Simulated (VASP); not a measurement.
Write the native input for VASP 6.6.1 that does the following.

```
Task                   : single point
Functional             : LDA
Potentials or basis    : VASP PAW LDA potentials, release 64 (Zn, Pt)
Cutoff                 : 520 eV
k mesh                 : 10 × 10 × 8
Occupations            : fermi-dirac, width 0.1 eV
Spin                   : no spin polarisation
Dipole correction      : no
Further INCAR settings : ALGO = Normal; EDIFF = 1e-06; NBANDS = 18
```

The structure of ZnPt lies in POSCAR:

```
ZnPt
1.0
    2.8640000000      0.0000000000      0.0000000000
    0.0000000000      2.8640000000      0.0000000000
    0.0000000000      0.0000000000      3.5100000000
Zn Pt
1 1
Direct
    0.5000000000      0.5000000000      0.5000000000
    0.0000000000      0.0000000000      0.0000000000
```

These files were run (other wordings do the same):

INCAR

```
  PREC = Accurate
  ENCUT = 520
  EDIFF = 1E-6
  ISMEAR = -1
  SIGMA = 0.1
  LREAL = False
  LASPH = True
  NELM = 80
  ALGO = Normal
  ISIF = 2
  LWAVE = False
  LCHARG = True
  GGA = CA
  LELF = True
  LVHAR = True
  NBANDS = 18
```

KPOINTS

```
regular mesh
0
Gamma
  10 10 8
```

Potentials or basis: VASP PAW LDA potentials, release 64 (Zn, Pt).

The run is started by

```console
$ cat potpaw_LDA.64/Zn/POTCAR potpaw_LDA.64/Pt/POTCAR > POTCAR
$ mpirun -np 1 vasp_std > vasp.out
```

Results of the run:

```json
{
  "Pressure": "-10.0 GPa",
  "Band gap on the k mesh": "zero (bands 11 and 12 overlap by 4.36 eV)"
}
```

Caveat: the cell stands under tension; spin-orbit coupling is left out, which moves the levels of the heavy elements.

Wall time 43 s on 1 thread of Intel Xeon 8259CL (shared host), peak memory 0.18 GiB.
